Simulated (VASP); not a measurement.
Input of a VASP 6.6.1 run:

File POSCAR:

```
Co
1.0
    0.0000000000      1.7134224700      1.7134224700
    1.7134224700      0.0000000000      1.7134224700
    1.7134224700      1.7134224700      0.0000000000
Co
1
Direct
    0.0000000000      0.0000000000      0.0000000000
```

Contents of INCAR.step1:

```
ALGO = Normal ; EDIFF = 1E-5
ENCUT = 510 ; GGA = PE
GGA_COMPAT = False ; ISIF = 2
ISMEAR = -1 ; LASPH = True
LCHARG = False ; LREAL = False
LWAVE = True ; NBANDS = 14
NELM = 120 ; PREC = Accurate
SIGMA = 0.1
```

INCAR.step2

```
ALGO = Normal ; EDIFF = 1E-6
ENCUT = 510 ; GGA = PE
GGA_COMPAT = False ; HFSCREEN = 0.2079
ISIF = 2 ; ISMEAR = -1
ISTART = 1 ; LASPH = True
LCHARG = False ; LHFCALC = True
LREAL = False ; LWAVE = False
NBANDS = 14 ; NELM = 120
PREC = Accurate ; PRECFOCK = Normal
SIGMA = 0.1
```

File KPOINTS:

```
k-points
0
Gamma
  6 6 6
```

Potentials or basis: VASP PAW PBE potentials, release 64 (Co_sv).

The run is started by

```bash
$ cat potpaw_PBE.64/Co_sv/POTCAR > POTCAR
$ cp INCAR.step1 INCAR
$ mpirun -np 1 vasp_std > vasp.out
$ cp INCAR.step2 INCAR
$ mpirun -np 1 vasp_std > vasp.out
```

(1) What does it give for the pressure?

(2) What does it give for the band gap on the k mesh?

## Answers

(1) -4.3 GPa.

(2) zero (an odd number of electrons rules out a gap without spin polarisation).

Caveat: the k points lie up to 0.53 Å⁻¹ apart, too coarse for converged energies and pressures of a metal; the PAW data sets were made with another functional, which shifts forces and pressure a little; the run has no spin polarisation, though such a crystal can be magnetic.
